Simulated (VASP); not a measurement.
Ta:

```
CELL_PARAMETERS angstrom
-1.65290 1.65290 1.65290
1.65290 -1.65290 1.65290
1.65290 1.65290 -1.65290
ATOMIC_POSITIONS crystal
Ta 0.00000 0.00000 0.00000
```

```yaml
Program: VASP 6.6.1
Task: relaxation of cell and atoms
Functional: LDA
Potentials_or_basis: VASP PAW LDA potentials, release 64 (Ta_pv)
Cutoff: 600 eV
k_mesh: 13 × 13 × 13
Occupations: fermi-dirac, width 0.1 eV
Spin: no spin polarisation
```

At the start: pressure -8.4 GPa; volume 18.06 Å³/atom.

Task: How do energy, volume and symmetry change on relaxing?

Result: Over 4 steps the energy falls by 20.3 meV/atom and the volume is 17.32 Å³/atom (-4.1 %); space group Im-3m (No. 229, to 0.05 Å).

The path:
| step | energy change (eV) | largest force (eV/Å) | pressure (GPa) | volume (Å³) |
| --- | --- | --- | --- | --- |
| 1 | 0.0000 | 0.0000 | -8.40 | 18.06 |
| 2 | 0.0961 | 0.0000 | 24.91 | 15.70 |
| 3 | -0.0203 | 0.0000 | -0.31 | 17.34 |
| 4 | -0.0203 | 0.0000 | -0.04 | 17.32 |

Final structure:
```yaml
crystal:
  lattice:
    - [-1.62982, 1.62982, 1.62982]
    - [1.62982, -1.62982, 1.62982]
    - [1.62982, 1.62982, -1.62982]
  atoms:
    - { symbol: Ta, position: [0.00000, 0.00000, 0.00000] }
```
